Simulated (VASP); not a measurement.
The system is TePb.

```
Pb Te
1.0
     0.00000    3.26784    3.26784
     3.08843    0.00000    3.26784
     3.08843    3.26784    0.00000
Pb Te
1 1
Direct
  0.00000 0.00000 0.00000
  0.50000 0.50000 0.50000
```

This cell differs from its parent crystal: uniaxial x strain -5.5%.

Base run:

* Program: VASP 6.6.1
* Functional: PBE
* Potentials or basis: VASP PAW PBE potentials, release 64 (Pb_d, Te)
* Cutoff: 520 eV
* k mesh: 8 × 8 × 8
* Occupations: fermi-dirac, width 0.02 eV
* Spin: no spin polarisation

Its results: band gap on the k mesh 0.51 eV; pressure 3.7 GPa.

Question: The run is repeated on the same cell with these changes: functional from PBE to r2SCAN; occupations from fermi-dirac, width 0.02 eV to gaussian, width 0.01 eV. What comes out?

Answer: Band gap on the k mesh 0.77 eV; pressure 3.2 GPa.

Caveats: the structure was generated, so it needn't be the stable form of TePb; spin-orbit coupling is left out, which moves the levels of the heavy elements; the stress differs along the axes, from 1 to 9 GPa (at least some runs); the stress differs along the axes, from 0 to 9 GPa (at least some runs); the PAW data sets were made with another functional, which shifts forces and pressure a little (at least some runs).

A k mesh can miss the band edges.
